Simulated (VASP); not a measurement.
KF, a slab with vacuum:

```
F K
1.0
     2.65298    2.65298    0.00000
    -2.65298    2.65298    0.00000
     0.00000    0.00000   20.95895
F K
4 4
Direct
  0.50886 0.49556 0.30811
  0.49029 0.49275 0.56234
  0.99897 0.99148 0.43520
  0.99686 0.98167 0.69362
  0.97884 0.98377 0.30954
  0.99713 0.01806 0.56320
  0.49239 0.51138 0.43537
  0.49200 0.47332 0.68926
```

Base run:

| Item | Value |
| --- | --- |
| Program | VASP 6.6.1 |
| Functional | PBE |
| Potentials or basis | VASP PAW PBE potentials, release 64 (F, K_sv) |
| Cutoff | 520 eV |
| k mesh | 4 × 4 × 1 |
| Occupations | fermi-dirac, width 0.05 eV |
| Spin | no spin polarisation |

Its results: band gap on the k mesh 5.39 eV, direct; largest force 0.333 eV/Å.

The run is repeated on the same cell with these changes: functional from PBE to PBEsol. What comes out?

Band gap on the k mesh 5.46 eV, direct; largest force 0.280 eV/Å.

Caveats: the PAW data sets were made with another functional, which shifts forces and pressure a little (some runs).

